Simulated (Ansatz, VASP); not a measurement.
**NaI in VASP and in Ansatz**

```
Na I
1.0
    -2.21451    2.21451    8.11286
     2.21451   -2.21451    8.11286
     2.21451    2.21451   -8.11286
Na I
2 2
Direct
  0.25000 0.75000 0.50000
  0.50000 0.50000 0.00000
  0.75000 0.25000 0.50000
  0.00000 0.00000 0.00000
```

Alike in both runs: task single point; functional r2SCAN; k mesh 6 × 6 × 6; occupations fermi-dirac, width 0.02 eV; no spin polarisation.

|  | VASP | Ansatz |
| --- | --- | --- |
| version | VASP 6.6.1 | Ansatz 0.2.0 |
| potentials or method | VASP PAW PBE potentials, release 64 (Na_pv, I), cutoff 520 eV | plane waves, PAW |
| valence electrons in the cell | 28 | 52 |

|  | VASP | Ansatz | Ansatz less VASP |
| --- | --- | --- | --- |
| pressure (GPa) | -0.3 | -0.2 | +0.06 |
| traceless stress, the component that is largest in VASP (GPa) | 0.17 | 0.12 | -0.053 |

VASP's potentials were made for PBE, not for r2SCAN. VASP's potentials hold 28 valence electrons a cell and Ansatz's 52, so a difference there can come from the potentials and not from the codes.

Spin-orbit coupling is off throughout.
